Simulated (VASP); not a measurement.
Crystal: CO.

```
CELL_PARAMETERS angstrom
5.96381 0.00000 0.00000
0.00000 5.96381 0.00000
0.00000 0.00000 5.96381
ATOMIC_POSITIONS crystal
C 0.95916 0.95916 0.95916
C 0.54084 0.04084 0.45916
C 0.45916 0.54084 0.04084
C 0.04084 0.45916 0.54084
O 0.06982 0.06982 0.06982
O 0.43018 0.93018 0.56982
O 0.56982 0.43018 0.93018
O 0.93018 0.56982 0.43018
```

```yaml
Program: VASP 6.6.1
Task: relaxation of cell and atoms
Functional: PBE
Dispersion: D3(BJ)
Potentials_or_basis: VASP PAW PBE potentials, release 64 (C, O)
Cutoff: 600 eV
k_mesh: 4 × 4 × 4
Occupations: gaussian, width 0.01 eV
Spin: no spin polarisation
```

At the start: pressure -0.5 GPa; volume 26.51 Å³/atom.

Q: How do energy, volume and symmetry change on relaxing?

A: Over 66 steps the energy falls by 12.3 meV/atom and the volume is 20.98 Å³/atom (-20.9 %); space group P2_13 (No. 198, to 0.1 Å) before and after.

Step by step:
```
step  energy change (eV)  largest force (eV/Å)  pressure (GPa)  volume (Å³)
   1              0.0000                0.0470           -0.53       212.11
   3             -0.0013                0.2396           -0.22       211.37
   5             -0.0110                0.2427           -0.20       208.16
   7             -0.0506                0.3094           -0.05       194.13
   9              0.0097                1.5599            3.61       144.30
  11             -0.0764                1.0646            1.45       168.86
  13             -0.0887                0.6149            0.94       165.44
  15             -0.0921                0.2368            0.48       162.43
  17             -0.0924                0.2114            0.43       162.58
  19             -0.0945                0.1400            0.25       165.09
  21             -0.0952                0.0829            0.10       167.34
  23             -0.0952                0.0772            0.09       167.50
  25             -0.0953                0.0180            0.01       167.20
  27             -0.0953                0.0157            0.00       167.18
  29             -0.0953                0.0154            0.00       167.21
  31             -0.0954                0.0202            0.01       167.31
  33             -0.0958                0.0398           -0.05       167.72
  35             -0.0966                0.1172           -0.22       169.37
  37             -0.0966                0.1116           -0.21       169.39
  39             -0.0967                0.0852           -0.15       169.49
  41             -0.0969                0.0355           -0.03       169.90
  43             -0.0969                0.0297           -0.03       169.88
  45             -0.0970                0.0294           -0.04       169.95
  47             -0.0970                0.0218           -0.07       170.26
  49             -0.0970                0.0122           -0.08       170.54
  51             -0.0972                0.0081           -0.09       170.43
  53             -0.0976                0.0514           -0.13       169.93
  55             -0.0976                0.2196           -0.34       167.94
  57             -0.0980                0.1353           -0.24       168.88
  59             -0.0981                0.1290           -0.23       168.82
  61             -0.0983                0.0961           -0.17       168.57
  63             -0.0985                0.0355            0.03       167.56
  65             -0.0985                0.0173            0.01       167.69
  66             -0.0985                0.0047           -0.03       167.84
```

Final structure:
```xyz
8
Lattice="5.5161 0.0000 0.0000 0.0000 5.5161 0.0000 0.0000 0.0000 5.5161" Properties=species:S:1:pos:R:3 pbc="T T T"
C     5.3080    5.3080    5.3080
C     2.9661    0.2081    2.5500
C     2.5500    2.9661    0.2081
C     0.2081    2.5500    2.9661
O     0.4514    0.4514    0.4514
O     2.3066    5.0647    3.2094
O     3.2094    2.3066    5.0647
O     5.0647    3.2094    2.3066
```

Caveat: the volume moved by over 15 % at a fixed basis, so the end points are rough.
